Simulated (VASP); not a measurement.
Set up this calculation in VASP 6.6.1, as the native input.

* Task: single point
* Functional: PBE
* Potentials or basis: VASP PAW PBE potentials, release 64 (Ir)
* Cutoff: 520 eV
* k mesh: 18 × 18 × 18
* Occupations: fermi-dirac, width 0.05 eV
* Spin: non-collinear spin, zero start, spin-orbit coupling
* Starting moments: [[0.0, 0.0, 0.0]] μB
* Dipole correction: no
* Further INCAR settings: ALGO = Normal; EDIFF = 1e-07; NBANDS = 20

The structure of Ir lies in POSCAR:

```
Ir
1.0
    0.0000000000      1.9197000000      1.9197000000
    1.9197000000      0.0000000000      1.9197000000
    1.9197000000      1.9197000000      0.0000000000
Ir
1
Direct
    0.0000000000      0.0000000000      0.0000000000
```

These files were run (other wordings do the same):

INCAR

```
SYSTEM = Ir
  PREC = Accurate
  ENCUT = 520
  EDIFF = 1E-7
  ISMEAR = -1
  SIGMA = 0.05
  LREAL = .FALSE.
  LASPH = .TRUE.
  NELM = 150
  ALGO = Normal
  ISIF = 2
  LWAVE = .FALSE.
  LCHARG = .FALSE.
  LNONCOLLINEAR = .TRUE.
  MAGMOM = 0 0 0
  LORBIT = 11
  LSORBIT = .TRUE.
  GGA_COMPAT = .FALSE.
  LORBMOM = .TRUE.
  LMAXMIX = 4
  GGA = PE
  NBANDS = 20
```

KPOINTS

```
regular mesh
0
G
  18 18 18
  0 0 0
```

Potentials or basis: VASP PAW PBE potentials, release 64 (Ir).

Run with:

```console
$ cat potpaw_PBE.64/Ir/POTCAR > POTCAR
$ mpirun -np 1 vasp_ncl > vasp.out
```

It gave:

| Property | Result |
| --- | --- |
| Pressure | 10.7 GPa |
| Net moment | 0.00 μB per cell |
| Valence electrons inside the program's atomic spheres | Ir 8.40 |

Run time: 3.1 min on 1 thread of AMD EPYC 7R13, with other jobs on the host, peak memory 0.19 GiB.
